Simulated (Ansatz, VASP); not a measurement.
One calculation of Zn, two programs

```
Zn
1.0
     2.11176   -3.57905    0.00000
     2.11176    3.57905    0.00000
     0.00000    0.00000    4.22915
Zn
4
Cartesian
  2.1118 2.4874 0.3320
  2.1118 -1.0916 1.7826
  2.1118 -2.4874 3.8972
  2.1118 1.0916 2.4466
```

Alike in both runs: task relaxation of cell and atoms; functional PBEsol; k mesh 6 × 6 × 4; occupations gaussian, width 0.1 eV; no spin polarisation.

```csv
,VASP,Ansatz
version,VASP 6.6.1,Ansatz 0.2.0
potentials or method,"VASP PAW PBE potentials, release 64 (Zn), cutoff 600 eV","scalar-relativistic, plane waves, PAW"
valence electrons in the cell,48,48
```

```csv
,VASP,Ansatz,Ansatz less VASP
"gap on the k mesh at the Fermi level, each at its own relaxed structure (eV)",none,none,-
relaxed volume (Å³/atom),14.47,14.43,-0.034
relaxed cell length with the largest relative difference (Å),5.272,5.258,-0.0140
```

VASP's potentials were made for PBE, not for PBEsol. A gap of «none» marks a metal or a gap that the smearing closes.

The k mesh is coarse, so the values compare programs but aren't converged. Noted on VASP's run: too few bands were computed for a metal, which touches its energy and stress.
